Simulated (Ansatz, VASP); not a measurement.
# Two plane-wave programs on BeZn2O3

Contents of INCAR:

```
SYSTEM = BeZn2O3
  ALGO = Normal
  EDIFF = 1E-7
  EDIFFG = -0.08
  ENCUT = 600
  GGA = PE
  GGA_COMPAT = .False.
  IBRION = 2
  ISIF = 3
  ISMEAR = 0
  LASPH = .True.
  LCHARG = .False.
  LREAL = .False.
  LWAVE = .False.
  NELM = 120
  NELMIN = 4
  NSW = 36
  PREC = Accurate
  SIGMA = 0.15
```

Contents of KPOINTS:

```
k-points
0
Gamma
  4 4 2
  0 0 0
```

File POSCAR:

```
BeZn2O3
1.0
    3.0700000000      0.0000000000      0.0000000000
   -1.5350000000      2.6586979900      0.0000000000
    0.0000000000      0.0000000000      7.4300000000
Be Zn O
1 2 3
Direct
    0.0000000000      0.0000000000      0.0000000000
    0.6666666700      0.3333333300      0.6667000000
    0.3333333300      0.6666666700      0.3333000000
    0.6666666700      0.3333333300      0.9167000000
    0.0000000000      0.0000000000      0.2500000000
    0.3333333300      0.6666666700      0.5833000000
```

Input for Ansatz:

```yaml
crystal:
  lattice:
    - [3.07, 0.0, 0.0]
    - [-1.535, 2.65869799, 0.0]
    - [0.0, 0.0, 7.43]
  atoms:
    - { symbol: Be, position: [0.0, 0.0, 0.0] }
    - { symbol: Zn, position: [0.66666667, 0.33333333, 0.6667] }
    - { symbol: Zn, position: [0.33333333, 0.66666667, 0.3333] }
    - { symbol: O, position: [0.66666667, 0.33333333, 0.9167] }
    - { symbol: O, position: [0.0, 0.0, 0.25] }
    - { symbol: O, position: [0.33333333, 0.66666667, 0.5833] }
basis:
  ecutwfc: 420
kpoints:
  mp_grid: { grid: [4, 4, 2] }
hamiltonian:
  xc: pbe
scf:
  occupations: { method: gaussian, width: 0.15 }
  lower_state_search: "off"
output:
  forces: true
  stress: true
  eigenvalues: true
relax:
  adjacent_minimum: "off"
  f_tol: 0.08
  max_steps: 16
  cell: { stress_tol: 0.8 }
```

Alike in both runs: task relaxation of cell and atoms; functional PBE; k mesh 4 × 4 × 2; occupations gaussian, width 0.15 eV; no spin polarisation.

```csv
,VASP,Ansatz
version,VASP 6.6.1,Ansatz 0.2.0
potentials or method,"VASP PAW PBE potentials, release 64 (Be, Zn, O), cutoff 600 eV","scalar-relativistic, plane waves, PAW"
valence electrons in the cell,44,44
```

```tsv
	VASP	Ansatz	Ansatz less VASP
gap on the k mesh at the Fermi level, each at its own relaxed structure (eV)	1.47	1.51	+0.034
relaxed volume (Å³/atom)	10.53	10.46	-0.063
relaxed cell length with the largest relative difference (Å)	7.722	7.695	-0.0270
```

The k mesh is coarse, so the values compare programs but aren't converged.
